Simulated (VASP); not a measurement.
Set up this calculation in VASP 6.6.1, as the native input.

| Quantity | Value |
| --- | --- |
| Task | single point |
| Functional | LDA |
| Potentials or basis | VASP PAW LDA potentials, release 64 (I) |
| Cutoff | 520 eV |
| k mesh | 7 × 7 × 3 |
| Occupations | fermi-dirac, width 0.05 eV |
| Spin | no spin polarisation |
| Dipole correction | no |
| Further INCAR settings | ALGO = Normal; EDIFF = 1e-06; NBANDS = 22 |

The structure of I lies in POSCAR:

```
I
1.0
    3.6350350000     -2.3950200000      0.0000000000
    3.6350350000      2.3950200000      0.0000000000
    0.0000000000      0.0000000000      9.7934400000
I
4
Direct
    0.6493000000      0.3507000000      0.3844000000
    0.1493000000      0.8507000000      0.1156000000
    0.3507000000      0.6493000000      0.6156000000
    0.8507000000      0.1493000000      0.8844000000
```

These files were run (other wordings do the same):

INCAR

```
SYSTEM = I
PREC = Accurate
ENCUT = 520
EDIFF = 1E-6
ISMEAR = -1
SIGMA = 0.05
LREAL = .FALSE.
LASPH = .TRUE.
NELM = 60
ALGO = Normal
ISIF = 2
LWAVE = .FALSE.
LCHARG = .FALSE.
NBANDS = 22
```

KPOINTS

```
Automatic mesh
0
G
  7 7 3
  0 0 0
```

Potentials or basis: VASP PAW LDA potentials, release 64 (I).

Run with:

```console
$ cat potpaw_LDA.64/I/POTCAR > POTCAR
$ mpirun -np 1 vasp_std > vasp.out
```

It gave:

* Pressure: -0.9 GPa
* Largest force: 0.727 eV/Å
* Band gap on the k mesh: 1.24 eV (least direct gap 1.31 eV)

Caveat: spin-orbit coupling is left out, which moves the levels of the heavy elements.

It took 2.5 min on 1 thread of Intel Xeon 8259CL, on a shared host, peak memory 0.26 GiB.
